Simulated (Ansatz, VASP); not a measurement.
**GaP: VASP beside Ansatz**

```
CELL_PARAMETERS angstrom
0.00000 2.74330 2.74330
2.74330 0.00000 2.74330
2.74330 2.74330 0.00000
ATOMIC_POSITIONS crystal
Ga 0.00000 0.00000 0.00000
P 0.75000 0.75000 0.75000
```

Change from the starting cell: volume scaled by 1.02.

Alike in both runs: task single point; functional PBE; k mesh 10 × 10 × 10; occupations fermi-dirac, width 0.05 eV; no spin polarisation.

|  | VASP | Ansatz |
| --- | --- | --- |
| version | VASP 6.6.1 | Ansatz 0.2.0 |
| potentials or method | VASP PAW PBE potentials, release 64 (Ga_d, P), cutoff 520 eV | all-electron LAPW, scalar-relativistic |

|  | VASP | Ansatz | Ansatz less VASP |
| --- | --- | --- | --- |
| pressure (GPa) | 0.8 | 0.8 | -0.01 |

Ansatz ran all-electron here, and VASP with PAW potentials.
